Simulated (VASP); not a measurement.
The system is CsI.

```
Cs I
1.0
     4.66547    0.00000    0.00000
     0.00000    4.66547    0.00000
     0.00000    0.00000    4.66547
Cs I
1 1
Direct
  0.00000 0.00000 0.00000
  0.50000 0.50000 0.50000
```

Base run:

```yaml
Program: VASP 6.6.1
Functional: PBE
Potentials_or_basis: VASP PAW PBE potentials, release 64 (Cs_sv, I)
Cutoff: 500 eV
k_mesh: 8 × 8 × 8
Occupations: gaussian, width 0.05 eV
Spin: no spin polarisation
```

Its results: band gap on the k mesh 3.68 eV (least direct gap 3.77 eV); pressure 0.0 GPa.

The run is repeated on the same cell with these changes: functional from PBE to LDA; potentials or basis from VASP PAW PBE potentials, release 64 (Cs_sv, I) to VASP PAW LDA potentials, release 64 (Cs_sv, I). What comes out?

Band gap on the k mesh 3.34 eV (least direct gap 3.44 eV); pressure -1.9 GPa.

Caveats: spin-orbit coupling is left out, which moves the levels of the heavy elements.

A k mesh can miss the band edges.
